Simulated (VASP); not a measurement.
# HC15 (a cell with a defect) in VASP: further runs

Runs on HC15 (a cell with a defect). Level: PBEsol. Tasks: single point.

Program: VASP 6.6.1. These are calculated values, not measurements. Logs are shortened: lines on timing, memory, paths and dates and some standing lists are left out, and cuts for length are marked.

## Step 1: The cell of the first run

The cell holds a defect, 16 atoms: a = 7.108 Å, b = 3.554 Å, c = 3.554 Å, α = 90.00°, β = 90.00°, γ = 90.00°.

## Step 2: Single point, PBEsol

INCAR reads:

```
SYSTEM = HC15
PREC = Accurate
ENCUT = 520
EDIFF = 1E-6
ISMEAR = -1
SIGMA = 0.05
LREAL = .False.
LASPH = .True.
NELM = 120
ALGO = Normal
ISIF = 2
LWAVE = .False.
LCHARG = .False.
GGA = PS
NBANDS = 44
NELECT = 62.0
ISYM = 0
GGA_COMPAT = .False.
```

KPOINTS reads:

```
Automatic mesh
0
Gamma
  1 1 1
  0.25 0.25 0.25
```

POSCAR reads:

```
HC15
1.0
    7.1076060000      0.0000000000      0.0000000000
    0.0000000000      3.5538030000      0.0000000000
    0.0000000000      0.0000000000      3.5538030000
C H
15 1
Direct
    0.0245760000      0.9783030000      0.0034650000
    0.4964610000      0.9778950000      0.0527930000
    0.1406840000      0.2764920000      0.2289330000
    0.6247160000      0.2905530000      0.2568430000
    0.2618040000      0.5115990000      0.9767780000
    0.7496830000      0.4888830000      0.9952160000
    0.3798600000      0.7422180000      0.2646400000
    0.8829830000      0.7594610000      0.2691100000
    0.2505290000      0.9853270000      0.5010480000
    0.7525570000      0.9939620000      0.5107570000
    0.3840880000      0.2696440000      0.7384560000
    0.8692440000      0.2789230000      0.7480740000
    0.9991880000      0.4663540000      0.4818340000
    0.1194420000      0.8050180000      0.7737100000
    0.6362440000      0.7828220000      0.7616770000
    0.8112870000      0.8784260000      0.8871450000
```

Potentials or basis: VASP PAW PBE potentials, release 64 (C, H).

Command:

```console
> cat potpaw_PBE.64/C/POTCAR potpaw_PBE.64/H/POTCAR > POTCAR
> mpirun -np 1 vasp_std > vasp.out
```

OUTCAR:

```text
SYSTEM = HC15
   PREC = Accurate
   ENCUT = 520
   EDIFF = 1E-6
   ISMEAR = -1
   LREAL = .False.
   LASPH = .True.
   NELM = 120
   ISIF = 2
   GGA = PS
   NELECT = 62.0
   ISYM = 0

 ion  position               nearest neighbor table
   1  0.025  0.978  0.003-  14 1.22   3 1.56   8 1.58  12 1.78
   2  0.496  0.978  0.053-   7 1.40  15 1.59   4 1.61  11 1.72
   3  0.141  0.276  0.229-   5 1.50  13 1.51   1 1.56   9 1.62
   4  0.625  0.291  0.257-   6 1.47   2 1.61  10 1.66
   5  0.262  0.512  0.977-  11 1.49   3 1.50   7 1.56  14 1.62
   6  0.750  0.489  0.995-  12 1.43   4 1.47  15 1.56   8 1.66
   7  0.380  0.742  0.265-   2 1.40   9 1.52   5 1.56
   8  0.883  0.759  0.269-  10 1.51  13 1.53   1 1.58   6 1.66
   9  0.251  0.985  0.501-  14 1.49   7 1.52   3 1.62  11 1.62
  10  0.753  0.994  0.511-  15 1.43  16 1.46   8 1.51  12 1.56   4 1.66
  11  0.384  0.270  0.738-   5 1.49   9 1.62   2 1.72
  12  0.869  0.279  0.748-   6 1.43  13 1.48  10 1.56   1 1.78
  13  0.999  0.466  0.482-  12 1.48   3 1.51   8 1.53  14 1.80
  14  0.119  0.805  0.774-   1 1.22   9 1.49   5 1.62  13 1.80
  15  0.636  0.783  0.762-  16 1.36  10 1.43   6 1.56   2 1.59
  16  0.811  0.878  0.887-  15 1.36  10 1.46

IMPORTANT INFORMATION: All symmetrisations will be switched off!
NOSYMM: (Re-)initialisation of all symmetry stuff for point group C_1.

----------------------------------------------------------------------------------------

                                     Primitive cell

  volume of cell :      89.7656

  direct lattice vectors                    reciprocal lattice vectors
     7.107606000  0.000000000  0.000000000     0.140694349  0.000000000  0.000000000
     0.000000000  3.553803000  0.000000000     0.000000000  0.281388698  0.000000000
     0.000000000  0.000000000  3.553803000     0.000000000  0.000000000  0.281388698

  length of vectors
     7.107606000  3.553803000  3.553803000     0.140694349  0.281388698  0.281388698

  position of ions in fractional coordinates (direct lattice)
     0.024576000  0.978303000  0.003465000
     0.496461000  0.977895000  0.052793000
     0.140684000  0.276492000  0.228933000
     0.624716000  0.290553000  0.256843000
     0.261804000  0.511599000  0.976778000
     0.749683000  0.488883000  0.995216000
[... 8 lines left out ...]
     0.636244000  0.782822000  0.761677000
     0.811287000  0.878426000  0.887145000

  ion indices of the primitive-cell ions
   primitive index   ion index
                 1           1
                 2           2
                 3           3
                 4           4
                 5           5
                 6           6
[... 8 lines left out ...]
                15          15
                16          16

----------------------------------------------------------------------------------------

 KPOINTS: Automatic mesh

Automatic generation of k-mesh.
 Grid dimensions read from file:
 generate k-points for:    1    1    1

 Generating k-lattice:

  Cartesian coordinates                     Fractional coordinates (reciprocal lattice)
     0.140694349  0.000000000  0.000000000     1.000000000  0.000000000  0.000000000
     0.000000000  0.281388698  0.000000000     0.000000000  1.000000000  0.000000000
     0.000000000  0.000000000  0.281388698     0.000000000  0.000000000  1.000000000

  Length of vectors
     0.140694349  0.281388698  0.281388698

  Shift w.r.t. Gamma in fractional coordinates (k-lattice)
     0.250000000  0.250000000  0.250000000

 Subroutine IBZKPT returns following result:
 ===========================================

 Found      4 irreducible k-points:

 Following reciprocal coordinates:
            Coordinates               Weight
  0.250000  0.250000  0.250000      2.000000
  0.250000 -0.250000  0.250000      2.000000
  0.250000 -0.250000 -0.250000      2.000000
  0.250000  0.250000 -0.250000      2.000000
   k-points           NKPTS =      4   k-points in BZ     NKDIM =      4   number of bands    NBANDS=     44
   number of dos      NEDOS =    301   number of ions     NIONS =     16
   total plane-waves  NPLWV =  42336
   dimension x,y,z NGX =    54 NGY =   28 NGZ =   28
   dimension x,y,z NGXF=   108 NGYF=   56 NGZF=   56
   ions per type =              15   1
   NGX,Y,Z   is equivalent  to a cutoff of  12.63, 13.10, 13.10 a.u.
   NGXF,Y,Z  is equivalent  to a cutoff of  25.26, 26.20, 26.20 a.u.
 SYSTEM =  HC15
   PREC   = accura    normal or accurate (medium, high low for compatibility)
   ISTART =      0    job   : 0-new  1-cont  2-samecut
   ICHARG =      2    charge: 1-file 2-atom 10-const
   ISPIN  =      1    spin polarized calculation?
   LNONCOLLINEAR =      F non collinear calculations
   LSORBIT =      F    spin-orbit coupling
   LASPH  =      T    aspherical Exc in radial PAW
   ENCUT  =  520.0 eV  38.22 Ry    6.18 a.u.  13.22  6.61  6.61*2*pi/ulx,y,z
   NELM   =    120;   NELMIN=  2; NELMDL= -5     # of ELM steps
   EDIFF  = 0.1E-05   stopping-criterion for ELM
   LREAL  =      F    real-space projection
   EDIFFG = 0.1E-04   stopping-criterion for IOM
   NSW    =      0    number of steps for IOM
   IBRION =     -1    ionic relax: 0-MD 1-quasi-New 2-CG
   NFREE  =      0    steps in history (QN), initial steepest desc. (CG)
   ISIF   =      2    stress and relaxation
   ISYM   =      0    0-nonsym 1-usesym 2-fastsym
   POTIM  = 0.5000    time-step for ionic-motion
   TEBEG  =    0.0;   TEEND  =   0.0 temperature during run
   PSTRESS=    0.0 pullay stress
   NELECT =      62.0000    total number of electrons
   NUPDOWN=      -1.0000    fix difference up-down
   EMIN   =  10.00;   EMAX   =-10.00  energy-range for DOS
   EFERMI =   0.00;   METHOD = LEGACY
   ISMEAR =    -1;   SIGMA  =   0.05  broadening in eV -4-tet -1-fermi 0-gaus
   EFERMI_NEDOS =   21; number of points for ismear=-14 and -15
   IALGO  =     38    algorithm
   IMIX   =      4    mixing-type and parameters
     AMIX     =   0.40;   BMIX     =  1.00
     AMIX_MAG =   1.60;   BMIX_MAG =  1.00
  volume/ion in A,a.u.               =       5.61        37.86
  Fermi-wavevector in a.u.,A,eV,Ry     =   1.447112  2.734645 28.492398  2.094132
  Thomas-Fermi vector in A             =   2.565104
   LORBIT       =      0    0 simple, 1 ext, 2 COOP (PROOUT), +10 PAW based schemes
   GGA     = PS    functional components
   LHFCALC =     F    Hartree Fock is set to
   AEXX    =    0.0000 exact exchange contribution
   IVDW    =     0    specifies the selected vdW correction
   LEPSILON=     F    determine dielectric tensor
   LRPA    =     F    only Hartree local field effects (RPA)
 non-spin polarized calculation
  energy-cutoff  :      520.00
  volume of cell :       89.77
 maximum number of plane-waves:      2420
 NGX is ok and might be reduce to    54
   NGX = 27   NGY = 13   NGZ = 13

 number of electron      62.0000000 magnetization

 Free energy of the ion-electron system (eV)
  ---------------------------------------------------
  ext. energy  EPLUGINS =         0.00000000
  ---------------------------------------------------
  free energy    TOTEN  =      -120.95912471 eV

  energy without entropy =     -120.95899194  energy(sigma->0) =     -120.95905832

 E-fermi :  10.9885     XC(G=0): -13.3690

 val. band max:       10.5601035534   @ k =   0.2500   0.2500   0.2500
 cond. band min:      11.4071203082   @ k =   0.2500   0.2500  -0.2500
 fundamental gap:      0.8470167549
 Fermi energy:        10.9885448061

 k-point     1 :       0.2500    0.2500    0.2500
  band No.  band energies     occupation
      1     -12.1235      2.00000
      2     -10.1268      2.00000
      3      -7.7517      2.00000
      4      -7.5667      2.00000
      5      -7.3580      2.00000
      6      -5.7820      2.00000
[... 35 lines left out ...]
     42      17.5011      0.00000
     43      17.7751      0.00000

 k-point     2 :       0.2500   -0.2500    0.2500
  band No.  band energies     occupation
      1     -12.1040      2.00000
      2     -10.1135      2.00000
      3      -8.0419      2.00000
      4      -7.6781      2.00000
      5      -6.8881      2.00000
      6      -6.2826      2.00000
[... 35 lines left out ...]
     42      18.0761      0.00000
     43      18.2930      0.00000

 k-point     3 :       0.2500   -0.2500   -0.2500
  band No.  band energies     occupation
      1     -12.1240      2.00000
      2     -10.1307      2.00000
      3      -7.7531      2.00000
      4      -7.4649      2.00000
      5      -7.3751      2.00000
      6      -5.7284      2.00000
[... 35 lines left out ...]
     42      17.4368      0.00000
     43      17.6375      0.00000

 k-point     4 :       0.2500    0.2500   -0.2500
  band No.  band energies     occupation
      1     -12.1042      2.00000
      2     -10.1216      2.00000
      3      -8.0425      2.00000
      4      -7.5597      2.00000
      5      -6.9398      2.00000
      6      -6.2925      2.00000
[... 35 lines left out ...]
     42      17.6160      0.00000
     43      18.1071      0.00000
 [bands above 43 left out]

------------------------ aborting loop because EDIFF is reached ----------------------------------------

  FORCE on cell =-STRESS in cart. coord.  units (eV):
  Direction    XX          YY          ZZ          XY          YZ          ZX
  --------------------------------------------------------------------------------------
  -------------------------------------------------------------------------------------
  Total       28.2795569     19.6631771     23.7386932     -0.5817837      0.1597572     -2.8810950
  in kB      504.7462940    350.9572576    423.6989088    -10.3839372      2.8514190    -51.4230838
  external PRESSURE =     426.4674868 kB  Pullay stress =       0.0000000 kB

 VOLUME and BASIS-vectors are now :
 -----------------------------------------------------------------------------
  energy-cutoff  :      520.00
  volume of cell :       89.77
      direct lattice vectors                 reciprocal lattice vectors
     7.107606000  0.000000000  0.000000000     0.140694349  0.000000000  0.000000000
     0.000000000  3.553803000  0.000000000     0.000000000  0.281388698  0.000000000
     0.000000000  0.000000000  3.553803000     0.000000000  0.000000000  0.281388698

 POSITION                                       TOTAL-FORCE (eV/Angst)
 -----------------------------------------------------------------------------------
      0.17468      3.47670      0.01231        -9.419330      9.909121      8.578588
      3.52865      3.47525      0.18762         3.399865      4.759451     -3.935151
      0.99993      0.98260      0.81358        -1.814379     -3.777851      2.162351
      4.44024      1.03257      0.91277         0.888804     -5.152170     -0.198733
      1.86080      1.81812      3.47128        -0.017633      0.349840      2.405110
      5.32845      1.73739      3.53680        -0.916882      2.127479      0.946544
[... 8 lines left out ...]
      4.52217      2.78200      2.70685         0.363410     -1.834588      3.213002
      5.76631      3.12175      3.15274        -2.569218      0.019355      0.073336
 -----------------------------------------------------------------------------------
    total drift:                                0.000208     -0.000077      0.000127

  FREE ENERGIE OF THE ION-ELECTRON SYSTEM (eV)
  ---------------------------------------------------
  free  energy   TOTEN  =      -120.9591247087 eV

  energy  without entropy=     -120.9589919356  energy(sigma->0) =     -120.95905832
```

It took 24 s on 1 thread of AMD EPYC 7R43 (Zen 3), shared host; peak memory 0.15 GiB.

Results:

- Free energy: -120.9591 eV
- Largest force: 18.569 eV/Å

Forces on the atoms (eV/Å):
```
C    -9.419   9.909   8.579
C     3.400   4.759  -3.935
C    -1.814  -3.778   2.162
C     0.889  -5.152  -0.199
C    -0.018   0.350   2.405
C    -0.917   2.127   0.947
C    -3.447  -0.304  -0.546
C     1.133  -2.755  -0.181
C     2.241   4.215   0.127
C    -0.354   4.056  -2.330
C    -2.628  -2.177   0.450
C     3.506  -2.958  -2.050
C     0.140   5.445   1.893
C     9.493 -11.922 -10.609
C     0.363  -1.835   3.213
H    -2.569   0.019   0.073
```

Caveat: the k points lie up to 1.77 Å⁻¹ apart; the cell carries a net charge on a neutralising background, which shifts energy and pressure; the cell is charged against a uniform background, so pressure and absolute levels hang on convention; the PAW data sets were made with another functional, which shifts forces and pressure a little.

## Step 3: Single point, PBEsol

INCAR reads:

```
SYSTEM = HC15
ALGO     = Normal         ! electronic algorithm
EDIFF    = 1E-6           ! SCF threshold, eV
ENCUT    = 520            ! plane-wave cutoff, eV
GGA      = PS             ! functional
GGA_COMPAT= .False.      
ISIF     = 2              ! what is computed and relaxed
ISMEAR   = 1              ! smearing method
ISYM     = 0            
LASPH    = .True.         ! aspherical terms in the spheres
LCHARG   = .False.        ! write CHGCAR
LREAL    = .False.        ! projectors in reciprocal space
LWAVE    = .False.        ! write WAVECAR
NBANDS   = 44             ! bands
NELECT   = 63.0         
NELM     = 120            ! most SCF steps
PREC     = Accurate       ! precision mode
SIGMA    = 0.05           ! smearing width, eV
```

KPOINTS is that of step 2.

POSCAR is that of step 2.

Potentials or basis: VASP PAW PBE potentials, release 64 (C, H).

Command:

```console
> cat potpaw_PBE.64/C/POTCAR potpaw_PBE.64/H/POTCAR > POTCAR
> mpirun -np 1 vasp_std > vasp.out
```

It took 30 s on 1 thread of AMD EPYC 7R43 (Zen 3), shared host; peak memory 0.15 GiB.

It converged, with:

```yaml
Free_energy: -109.2501 eV
Largest_force: 17.290 eV/Å
```

Forces on the atoms (eV/Å):
```
C    -8.738   9.433   8.240
C     4.079   4.648  -4.033
C    -2.097  -3.155   2.419
C     1.294  -4.934  -0.300
C     0.103  -0.062   2.495
C    -1.294   1.398   0.963
C    -3.415  -0.008  -0.388
C     1.258  -3.183  -0.389
C     2.241   4.127  -0.050
C    -0.602   4.010  -2.667
C    -2.608  -2.067   0.758
C     3.690  -2.666  -2.783
C    -0.190   4.654   1.465
C     9.182 -10.945  -9.739
C     0.213  -1.396   3.845
H    -3.114   0.146   0.164
```

Levels at points of the mesh, in eV from the Fermi level:
| k point | band 28 | band 29 | band 30 | band 31 | band 32 | band 33 | band 34 | band 35 |
| --- | --- | --- | --- | --- | --- | --- | --- | --- |
| (0.25, 0.25, 0.25) | -4.96 | -4.07 | -2.24 | -1.07 | 0.09 | 0.93 | 1.78 | 1.92 |

Caveat: the k points lie up to 1.77 Å⁻¹ apart; the cell carries a net charge on a neutralising background, which shifts energy and pressure; the cell is charged against a uniform background, so pressure and absolute levels hang on convention; the PAW data sets were made with another functional, which shifts forces and pressure a little.
